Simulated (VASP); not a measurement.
A run of VASP 6.6.1 is set up as follows.

Contents of INCAR:

```
PREC = Accurate
ENCUT = 520
EDIFF = 1E-7
ISMEAR = 1
SIGMA = 0.028
LREAL = False
LASPH = True
NELM = 100
ALGO = Normal
ISIF = 2
LWAVE = False
LCHARG = False
GGA = PE
NBANDS = 49
```

Contents of KPOINTS:

```
Automatic mesh
0
Gamma
  6 6 6
```

The input POSCAR:

```
SrLi2Ti4Sn
1.0
   -3.1844300000      3.1844300000      3.7865020000
    3.1844300000     -3.1844300000      3.7865020000
    3.1844300000      3.1844300000     -3.7865020000
Sn Sr Li Ti
1 1 2 4
Direct
    0.0000000000      0.0000000000      0.0000000000
    0.5000000000      0.5000000000      0.0000000000
    0.2500000000      0.7500000000      0.5000000000
    0.7500000000      0.2500000000      0.5000000000
    0.0352600000      0.0352600000      0.4132000000
    0.9647400000      0.3779400000      0.0000000000
    0.6220600000      0.6220600000      0.5868000000
    0.3779400000      0.9647400000      0.0000000000
```

Potentials or basis: VASP PAW PBE potentials, release 64 (Sn_d, Sr_sv, Li_sv, Ti_sv).

Launch:

```bash
$ cat potpaw_PBE.64/Sn_d/POTCAR potpaw_PBE.64/Sr_sv/POTCAR potpaw_PBE.64/Li_sv/POTCAR potpaw_PBE.64/Ti_sv/POTCAR > POTCAR
$ mpirun -np 1 vasp_std > vasp.out
```

Task: Predict the largest force.

Result: 5.187 eV/Å.

Task: Predict the band gap on the k mesh.

Result: Zero (bands 39 and 40 overlap by 0.35 eV).

Forces on the atoms (eV/Å):
```
Sn   0.000  0.000  0.000
Sr   0.000  0.000  0.000
Li   0.000  0.000  0.000
Li   0.000  0.000  0.000
Ti   3.248  3.248 -2.409
Ti   3.248 -3.248  2.409
Ti  -3.248 -3.248 -2.409
Ti  -3.248  3.248  2.409
```

Caveat: spin-orbit coupling is left out, which moves the levels of the heavy elements; forces of over 1 eV/Å act on the atoms, so gaps and moduli don't describe the material at rest.
